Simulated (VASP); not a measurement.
# Al16CN15 (a cell with a defect) in VASP: notebook, part 4 of 4

VASP 6.6.1.

**7. Relaxation of the atoms, PBE**

Input file INCAR:

```
SYSTEM = Al16CN15
ALGO     = Normal         ! electronic algorithm
EDIFF    = 1E-6           ! SCF threshold, eV
EDIFFG   = -0.03          ! ionic threshold
ENCUT    = 520            ! plane-wave cutoff, eV
GGA      = PE             ! functional
IBRION   = 2              ! ionic algorithm
ISIF     = 2              ! what is computed and relaxed
ISMEAR   = 0              ! smearing method
LASPH    = .True.         ! aspherical terms in the spheres
LCHARG   = .False.        ! write CHGCAR
LREAL    = Auto         
LWAVE    = .False.        ! write WAVECAR
NELECT   = 128.0        
NELM     = 100            ! most SCF steps
NSW      = 100            ! ionic steps
PREC     = Accurate       ! precision mode
SIGMA    = 0.01           ! smearing width, eV
```

Input file KPOINTS:

```
Automatic mesh
0
Gamma
  1 1 1
  0.25 0.25 0.25
```

Input file POSCAR:

```
Al16CN15
1.0
    6.2595139300      0.0000000600      0.0000000000
   -3.1297570200      5.4208980500      0.0000000000
    0.0000000000      0.0000000000     10.0348065100
Al N C
16 15 1
Direct
    0.3333333300      0.1666666700      0.2496176900
    0.1666666700      0.3333333300      0.4996176900
    0.3333333300      0.1666666700      0.7496176900
    0.1666666700      0.3333333300      0.9996176900
    0.3333333300      0.6666666700      0.2496176900
    0.1666666700      0.8333333300      0.4996176900
    0.3333333300      0.6666666700      0.7496176900
    0.1666666700      0.8333333300      0.9996176900
    0.8333333300      0.1666666700      0.2496176900
    0.6666666700      0.3333333300      0.4996176900
    0.8333333300      0.1666666700      0.7496176900
    0.6666666700      0.3333333300      0.9996176900
    0.8333333300      0.6666666700      0.2496176900
    0.6666666700      0.8333333300      0.4996176900
    0.8333333300      0.6666666700      0.7496176900
    0.6666666700      0.8333333300      0.9996176900
    0.3333333300      0.1666666700      0.4403823100
    0.1666666700      0.3333333300      0.1903823100
    0.3333333300      0.1666666700      0.9403823100
    0.1666666700      0.3333333300      0.6903823100
    0.3333333300      0.6666666700      0.4403823100
    0.1666666700      0.8333333300      0.1903823100
    0.3333333300      0.6666666700      0.9403823100
    0.1666666700      0.8333333300      0.6903823100
    0.8333333300      0.1666666700      0.4403823100
    0.6666666700      0.3333333300      0.1903823100
    0.8333333300      0.1666666700      0.9403823100
    0.6666666700      0.3333333300      0.6903823100
    0.6666666700      0.8333333300      0.1903823100
    0.8333333300      0.6666666700      0.9403823100
    0.6666666700      0.8333333300      0.6903823100
    0.8333333300      0.6666666700      0.4403823100
```

Command:

```sh
$ cat potpaw_PBE.64/Al/POTCAR potpaw_PBE.64/N/POTCAR potpaw_PBE.64/C/POTCAR > POTCAR
$ mpirun -np 1 vasp_std > vasp.out
```

It took 14 min on 1 thread of Intel Xeon 8259CL, shared host; peak memory 0.48 GiB.

Results (log left out):

* Free energy: -230.7698 eV
* Energy gained by relaxing: 6.0 meV/atom
* Ionic steps: 10
* Largest force after relaxing: 0.028 eV/Å

Forces on the atoms (eV/Å):
```
Al   0.004 -0.002  0.000
Al   0.000  0.000 -0.017
Al   0.000  0.000  0.009
Al   0.000  0.000  0.028
Al   0.000  0.005  0.000
Al   0.020  0.011 -0.012
Al   0.000  0.000  0.009
Al   0.001  0.001  0.021
Al  -0.004 -0.002  0.000
Al   0.000 -0.023 -0.012
Al   0.000  0.000  0.009
Al   0.000 -0.002  0.021
Al   0.000  0.000 -0.002
Al  -0.020  0.011 -0.012
Al   0.000  0.000  0.002
Al  -0.001  0.001  0.021
N    0.007 -0.004 -0.004
N    0.000  0.000  0.000
N    0.002 -0.001 -0.010
N    0.000  0.000 -0.004
N    0.000  0.008 -0.004
N    0.001  0.001 -0.009
N    0.000  0.002 -0.010
N    0.004  0.002 -0.004
N   -0.007 -0.004 -0.004
N    0.000 -0.001 -0.009
N   -0.002 -0.001 -0.010
N    0.000 -0.005 -0.004
N   -0.001  0.001 -0.009
N    0.000  0.000 -0.005
N   -0.004  0.002 -0.004
C    0.000  0.000  0.022
```

The path:
| step | energy change (eV) | largest force (eV/Å) | pressure (GPa) |
| --- | --- | --- | --- |
| 1 | 0.0000 | 1.1715 | 6.45 |
| 2 | -0.0104 | 1.3217 | 6.71 |
| 3 | -0.1643 | 0.2021 | 6.48 |
| 4 | -0.1812 | 0.1586 | 6.47 |
| 5 | -0.1822 | 0.1811 | 6.46 |
| 6 | -0.1898 | 0.0925 | 6.42 |
| 7 | -0.1900 | 0.0828 | 6.41 |
| 8 | -0.1916 | 0.0697 | 6.41 |
| 9 | -0.1916 | 0.0694 | 6.41 |
| 10 | -0.1921 | 0.0277 | 6.40 |

Final structure:
```cif
data_structure
_symmetry_space_group_name_H-M 'P 1'
_symmetry_Int_Tables_number 1
_cell_length_a 6.2595
_cell_length_b 6.2595
_cell_length_c 10.0348
_cell_angle_alpha 90.000
_cell_angle_beta 90.000
_cell_angle_gamma 120.000
_cell_volume 340.50
loop_
_atom_site_label
_atom_site_type_symbol
_atom_site_fract_x
_atom_site_fract_y
_atom_site_fract_z
_atom_site_occupancy
Al1 Al 0.33429 0.16571 0.25165 1
Al2 Al 0.16667 0.33333 0.49832 1
Al3 Al 0.33331 0.16669 0.75021 1
Al4 Al 0.16667 0.33333 0.00148 1
Al5 Al 0.33429 0.66858 0.25165 1
Al6 Al 0.16458 0.83229 0.50052 1
Al7 Al 0.33331 0.66662 0.75021 1
Al8 Al 0.16618 0.83309 0.99857 1
Al9 Al 0.83142 0.16571 0.25165 1
Al10 Al 0.66771 0.33542 0.50052 1
Al11 Al 0.83338 0.16669 0.75021 1
Al12 Al 0.66691 0.33382 0.99857 1
Al13 Al 0.83333 0.66667 0.25214 1
Al14 Al 0.66771 0.83229 0.50052 1
Al15 Al 0.83333 0.66667 0.74456 1
Al16 Al 0.66691 0.83309 0.99857 1
N1 N 0.33401 0.16599 0.44078 1
N2 N 0.16667 0.33333 0.19080 1
N3 N 0.33248 0.16752 0.93976 1
N4 N 0.16667 0.33333 0.68991 1
N5 N 0.33401 0.66802 0.44078 1
N6 N 0.16875 0.83437 0.18636 1
N7 N 0.33248 0.66495 0.93976 1
N8 N 0.17066 0.83533 0.69337 1
N9 N 0.83198 0.16599 0.44078 1
N10 N 0.66563 0.33125 0.18636 1
N11 N 0.83505 0.16752 0.93976 1
N12 N 0.66467 0.32934 0.69337 1
N13 N 0.66563 0.83437 0.18636 1
N14 N 0.83333 0.66667 0.93729 1
N15 N 0.66467 0.83533 0.69337 1
C1 C 0.83333 0.66667 0.44177 1
```

Levels at points of the mesh, in eV from the Fermi level:
| k point | band 60 | band 61 | band 62 | band 63 | band 64 | band 65 | band 66 | band 67 | band 68 | band 69 |
| --- | --- | --- | --- | --- | --- | --- | --- | --- | --- | --- |
| (0.25, 0.25, 0.25) | -1.48 | -1.27 | -0.58 | -0.15 | -0.11 | 4.59 | 5.23 | 5.34 | 5.38 | 5.57 |

Caveat: the k points lie up to 1.16 Å⁻¹ apart, too coarse for converged energies, forces and pressures; the cell carries a net charge on a neutralising background, which shifts energy and pressure; the cell is charged against a uniform background, so pressure and absolute levels hang on convention.
